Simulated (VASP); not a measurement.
# AlNi (P4/mmm) in VASP: notebook, part 2 of 3

VASP 6.6.1. Earlier steps stand in the parts before.

## 4. Single point, PBEsol (strain -0.1125 x Voigt [1, 1, 0, 0, 0, 0])

INCAR reads:

```
  ALGO = Fast
  EDIFF = 1E-6
  ENCUT = 520
  GGA = PS
  ISIF = 2
  ISMEAR = 0
  LASPH = True
  LCHARG = False
  LREAL = False
  LWAVE = False
  NBANDS = 14
  NELM = 80
  PREC = Accurate
  SIGMA = 0.15
```

KPOINTS reads:

```
k-points
0
Gamma
  20 20 20
```

POSCAR reads:

```
AlNi
1.0
    2.5401719270      0.0000000000      0.0000000000
    0.0000000000      2.5401719270      0.0000000000
    0.0000000000      0.0000000000      2.8621655516
Al Ni
1 1
Direct
    0.0000000000      0.0000000000      0.0000000000
    0.5000000000      0.5000000000      0.5000000000
```

Potentials or basis: VASP PAW PBE potentials, release 64 (Al, Ni).

The run is started by

```console
> cat potpaw_PBE.64/Al/POTCAR potpaw_PBE.64/Ni/POTCAR > POTCAR
> mpirun -np 1 vasp_std > vasp.out
```

OUTCAR:

```text
EDIFF = 1E-6
   ENCUT = 520
   GGA = PS
   ISIF = 2
   ISMEAR = 0
   LASPH = True
   LREAL = False
   NELM = 80
   PREC = Accurate

 ion  position               nearest neighbor table
   1  0.000  0.000  0.000-   2 2.30   2 2.30   2 2.30   2 2.30   2 2.30   2 2.30   2 2.30   2 2.30

   2  0.500  0.500  0.500-   1 2.30   1 2.30   1 2.30   1 2.30   1 2.30   1 2.30   1 2.30   1 2.30

  LATTYP: Found a simple tetragonal cell.
 ALAT       =     2.5401719270
 C/A-ratio  =     1.1267605634

  Lattice vectors:

 A1 = (   2.5401719270,   0.0000000000,   0.0000000000)
 A2 = (   0.0000000000,   2.5401719270,   0.0000000000)
 A3 = (   0.0000000000,   0.0000000000,   2.8621655516)

Analysis of symmetry for initial positions (statically):
=====================================================================
 Subroutine PRICEL returns:
 Original cell was already a primitive cell.

 Routine SETGRP: Setting up the symmetry group for a
 simple tetragonal supercell.

 Subroutine GETGRP returns: Found 16 space group operations
 (whereof 16 operations were pure point group operations)
 out of a pool of 16 trial point group operations.

The static configuration has the point symmetry D_4h.

Analysis of symmetry for dynamics (positions and initial velocities):
=====================================================================
 Subroutine PRICEL returns:
 Original cell was already a primitive cell.

 Routine SETGRP: Setting up the symmetry group for a
 simple tetragonal supercell.

 Subroutine GETGRP returns: Found 16 space group operations
 (whereof 16 operations were pure point group operations)
 out of a pool of 16 trial point group operations.

The dynamic configuration has the point symmetry D_4h.

 Subroutine INISYM returns: Found 16 space group operations
 (whereof 16 operations are pure point group operations),
 and found     1 'primitive' translations

[... 123 lines left out ...]
   LEPSILON=     F    determine dielectric tensor
   LRPA    =     F    only Hartree local field effects (RPA)
 non-spin polarized calculation
 RMM-DIIS sequential band-by-band and
 Gauss-broadening in eV      SIGMA  =   0.15
  energy-cutoff  :      520.00
  volume of cell :       18.47
 maximum number of plane-waves:       516
 NGX is ok and might be reduce to    20
   NGX =  9   NGY =  9   NGZ = 11

 number of electron      13.0000006 magnetization

 Free energy of the ion-electron system (eV)
  ---------------------------------------------------
  ext. energy  EPLUGINS =         0.00000000
  ---------------------------------------------------
  free energy    TOTEN  =       -10.64873817 eV

  energy without entropy =      -10.64027371  energy(sigma->0) =      -10.64450594

 E-fermi :  13.7659     XC(G=0): -13.4853

 val. band max:       13.7647592434   @ k =   0.4500   0.2500   0.3500
 cond. band min:      13.7668863004   @ k =   0.5000   0.4500   0.3000
 fundamental gap:      0.0021270570
 Fermi energy:        13.7659242960

 k-point     1 :       0.0000    0.0000    0.0000
  band No.  band energies     occupation
      1       0.5672      2.00000
      2       8.8780      2.00000
      3       9.0895      2.00000
      4      11.4739      2.00000
      5      11.4739      2.00000
      6      11.8943      2.00000
      7      17.3019      0.00000
      8      21.8604      0.00000
      9      22.2467      0.00000
     10      22.2467      0.00000
     11      23.2191      0.00000
     12      33.1089      0.00000
     13      37.0400      0.00000
     14      37.0426      0.00000
[... 377 lines left out ...]
      1       1.7412      2.00000
      2       9.1408      2.00000
      3       9.2917      2.00000
      4      10.8659      2.00000
      5      11.3741      2.00000
      6      11.3747      2.00000
      7      17.0062      0.00000
      8      18.9725      0.00000
      9      20.5857      0.00000
     10      23.3265      0.00000
     11      28.7975      0.00000
     12      31.6996      0.00000
     13      32.8244      0.00000
     14      35.1013      0.00000

 [... further k-points ...]

------------------------ aborting loop because EDIFF is reached ----------------------------------------

  FORCE on cell =-STRESS in cart. coord.  units (eV):
  Direction    XX          YY          ZZ          XY          YZ          ZX
  --------------------------------------------------------------------------------------
  -------------------------------------------------------------------------------------
  Total        8.6118355      8.6118355      7.1390120      0.0000000      0.0000000      0.0000000
  in kB      747.1113528    747.1113528    619.3379864      0.0000000      0.0000000      0.0000000
  external PRESSURE =     704.5202307 kB  Pullay stress =       0.0000000 kB

 VOLUME and BASIS-vectors are now :
 -----------------------------------------------------------------------------
  energy-cutoff  :      520.00
  volume of cell :       18.47
      direct lattice vectors                 reciprocal lattice vectors
     2.540171927  0.000000000  0.000000000     0.393674140  0.000000000  0.000000000
     0.000000000  2.540171927  0.000000000     0.000000000  0.393674140  0.000000000
     0.000000000  0.000000000  2.862165552     0.000000000  0.000000000  0.349385800

 POSITION                                       TOTAL-FORCE (eV/Angst)
 -----------------------------------------------------------------------------------
      0.00000      0.00000      0.00000         0.000000      0.000000      0.000000
      1.27009      1.27009      1.43108         0.000000      0.000000      0.000000
 -----------------------------------------------------------------------------------
    total drift:                               -0.000000      0.000000      0.000000

  FREE ENERGIE OF THE ION-ELECTRON SYSTEM (eV)
  ---------------------------------------------------
  free  energy   TOTEN  =       -10.6487381718 eV

  energy  without entropy=      -10.6402737062  energy(sigma->0) =      -10.64450594
```

It took 2 min on 1 thread of Intel Xeon 6975P-C, shared host; peak memory 0.3 GiB.

Results:

| Item | Value |
| --- | --- |
| Free energy | -10.6487 eV |
| Pressure | 70.5 GPa |

Stress tensor (GPa, compression positive):
```
74.71  0.00  0.00
 0.00 74.71  0.00
 0.00  0.00 61.93
```

Caveat: the cell differs from its parent crystal (strain -0.1125 x Voigt [1, 1, 0, 0, 0, 0]); the PAW data sets were made with another functional, which shifts forces and pressure a little.

## 5. Single point, PBEsol (strain +0.1125 x Voigt [1, 1, 0, 0, 0, 0])

INCAR reads:

```
SYSTEM = AlNi
PREC = Accurate ; ENCUT = 520
EDIFF = 1E-6 ; ISMEAR = 0
SIGMA = 0.15 ; LREAL = .False.
LASPH = .True. ; NELM = 80
ALGO = Fast ; ISIF = 2
LWAVE = .False. ; LCHARG = .False.
GGA = PS ; NBANDS = 14
```

KPOINTS reads:

```
Automatic mesh
0
Gamma
  20 20 20
  0 0 0
```

POSCAR reads:

```
AlNi
1.0
    3.1841591762      0.0000000000      0.0000000000
    0.0000000000      3.1841591762      0.0000000000
    0.0000000000      0.0000000000      2.8621655516
Al Ni
1 1
Direct
    0.0000000000      0.0000000000      0.0000000000
    0.5000000000      0.5000000000      0.5000000000
```

Potentials or basis: VASP PAW PBE potentials, release 64 (Al, Ni).

The run is started by

```console
> cat potpaw_PBE.64/Al/POTCAR potpaw_PBE.64/Ni/POTCAR > POTCAR
> mpirun -np 1 vasp_std > vasp.out
```

OUTCAR:

```text
SYSTEM = AlNi
   PREC = Accurate
   ENCUT = 520
   EDIFF = 1E-6
   ISMEAR = 0
   LREAL = .False.
   LASPH = .True.
   NELM = 80
   ISIF = 2
   GGA = PS

 ion  position               nearest neighbor table
   1  0.000  0.000  0.000-   2 2.67   2 2.67   2 2.67   2 2.67   2 2.67   2 2.67   2 2.67   2 2.67

   2  0.500  0.500  0.500-   1 2.67   1 2.67   1 2.67   1 2.67   1 2.67   1 2.67   1 2.67   1 2.67

  LATTYP: Found a simple tetragonal cell.
 ALAT       =     3.1841591762
 C/A-ratio  =     0.8988764045

  Lattice vectors:

[... 598 lines left out ...]

  FORCE on cell =-STRESS in cart. coord.  units (eV):
  Direction    XX          YY          ZZ          XY          YZ          ZX
  --------------------------------------------------------------------------------------
  -------------------------------------------------------------------------------------
  Total       -4.4737439     -4.4737439     -3.4149907      0.0000000      0.0000000      0.0000000
  in kB     -247.0002609   -247.0002609   -188.5453456      0.0000000      0.0000000      0.0000000
  external PRESSURE =    -227.5152892 kB  Pullay stress =       0.0000000 kB

 VOLUME and BASIS-vectors are now :
 -----------------------------------------------------------------------------
  energy-cutoff  :      520.00
  volume of cell :       29.02
      direct lattice vectors                 reciprocal lattice vectors
     3.184159176  0.000000000  0.000000000     0.314054651  0.000000000  0.000000000
     0.000000000  3.184159176  0.000000000     0.000000000  0.314054651  0.000000000
     0.000000000  0.000000000  2.862165552     0.000000000  0.000000000  0.349385800

 POSITION                                       TOTAL-FORCE (eV/Angst)
 -----------------------------------------------------------------------------------
      0.00000      0.00000      0.00000         0.000000      0.000000      0.000000
      1.59208      1.59208      1.43108         0.000000      0.000000      0.000000
 -----------------------------------------------------------------------------------
    total drift:                                0.000000     -0.000000     -0.000000

  FREE ENERGIE OF THE ION-ELECTRON SYSTEM (eV)
  ---------------------------------------------------
  free  energy   TOTEN  =       -11.0761671439 eV

  energy  without entropy=      -11.0638886304  energy(sigma->0) =      -11.07002789
```

stdout:

```text
POSCAR found type information on POSCAR AlNi
 POSCAR found :  2 types and       2 ions
 scaLAPACK will be used
 -----------------------------------------------------------------------------
|                                                                             |
|                                                                             |
|     You enforced a specific xc type in the INCAR file but a different       |
|     I HOPE YOU KNOW WHAT YOU ARE DOING!                                     |
|                                                                             |
 -----------------------------------------------------------------------------

 LDA part: xc-table for (Slater+PW92), standard interpolation
 POSCAR, INCAR and KPOINTS ok, starting setup
 FFT: planning ... GRIDC
 FFT: planning ... GRID_SOFT
 FFT: planning ... GRID
 WAVECAR not read
 entering main loop
WARNING in EDDRMM: call to ZHEGV failed, returncode =   6  3     13
WARNING in EDDRMM: call to ZHEGV failed, returncode =   8  4     12
```

Wall time 2 min (1 thread of Intel Xeon 6975P-C, shared host); peak memory 0.4 GiB.

What came out:

| Property | Result |
| --- | --- |
| Free energy | -11.0762 eV |
| Pressure | -22.8 GPa |

Stress tensor (GPa, compression positive):
```
-24.70   0.00   0.00
  0.00 -24.70   0.00
  0.00   0.00 -18.85
```

Levels at points of the mesh, in eV from the Fermi level:
| k point | band 4 | band 5 | band 6 | band 7 | band 8 | band 9 | band 10 | band 11 |
| --- | --- | --- | --- | --- | --- | --- | --- | --- |
| (0.00, 0.00, 0.00) | -1.36 | -1.11 | -1.11 | 3.68 | 3.68 | 7.10 | 7.10 | 7.16 |
| (0.50, 0.00, 0.00) | -1.92 | -1.44 | -1.06 | -0.75 | 7.61 | 7.91 | 7.97 | 10.80 |
| (0.50, 0.50, 0.00) | -2.74 | -1.36 | -1.36 | -0.92 | 0.56 | 1.17 | 11.92 | 14.26 |
| (0.00, 0.00, 0.50) | -1.90 | -1.90 | -1.24 | -0.16 | 8.11 | 8.37 | 8.37 | 8.91 |
| (0.50, 0.00, 0.50) | -1.88 | -1.75 | -1.66 | -0.79 | 1.54 | 1.87 | 9.67 | 12.56 |
| (0.50, 0.50, 0.50) | -0.87 | -0.71 | 2.15 | 2.15 | 2.22 | 2.23 | 3.02 | 4.04 |

Caveat: the cell differs from its parent crystal (strain +0.1125 x Voigt [1, 1, 0, 0, 0, 0]); the PAW data sets were made with another functional, which shifts forces and pressure a little.

(Continued in part 3 of 3.)
